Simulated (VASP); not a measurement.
Runs of VASP 6.6.1 on Zr. The structure is that of space group P6/mmm (No. 191), or close to it. The cells are those of the table. 

```tsv
cell	k mesh	gap on the mesh (eV)	pressure (GPa)	moment (μB)
a = 5.173, b = 5.173, c = 3.229 Å, angles 90.0, 90.0, 120.0°, 3 atoms	8 × 8 × 11	none	-6.4	0.00
a = 4.904, b = 4.904, c = 3.061 Å, angles 90.0, 90.0, 120.0°, 3 atoms	10 × 10 × 13	none	9.3	0.00
a = 4.832, b = 4.832, c = 3.016 Å, angles 90.0, 90.0, 120.0°, 3 atoms	8 × 8 × 11	none	15.3	0.00
a = 5.109, b = 5.109, c = 3.189 Å, angles 90.0, 90.0, 120.0°, 3 atoms	8 × 8 × 11	none	-3.4	0.00
a = 4.974, b = 4.974, c = 3.105 Å, angles 90.0, 90.0, 120.0°, 3 atoms	8 × 8 × 11	none	4.2	0.00
a = 4.904, b = 4.904, c = 3.061 Å, angles 90.0, 90.0, 120.0°, 3 atoms	8 × 8 × 11	none	9.3	0.00
a = 4.832, b = 4.832, c = 3.016 Å, angles 90.0, 90.0, 120.0°, 3 atoms	10 × 10 × 13	none	15.3	0.00
a = 5.042, b = 5.042, c = 3.148 Å, angles 90.0, 90.0, 120.0°, 3 atoms	8 × 8 × 11	none	(a)	0.00
```

Alike in all rows: task single point; level PBE; potentials or basis VASP PAW PBE potentials, release 64 (Zr_sv); spin collinear, ferromagnetic start; cutoff (eV) 520; smearing fermi-dirac 0.05 eV.

Problem. Fill in the values left out.

Solution. (a) 0.1.

A k mesh can miss the band edges, and the runs leave out spin-orbit coupling on Zr.

A gap of «none» marks levels without a gap at the run's occupations.
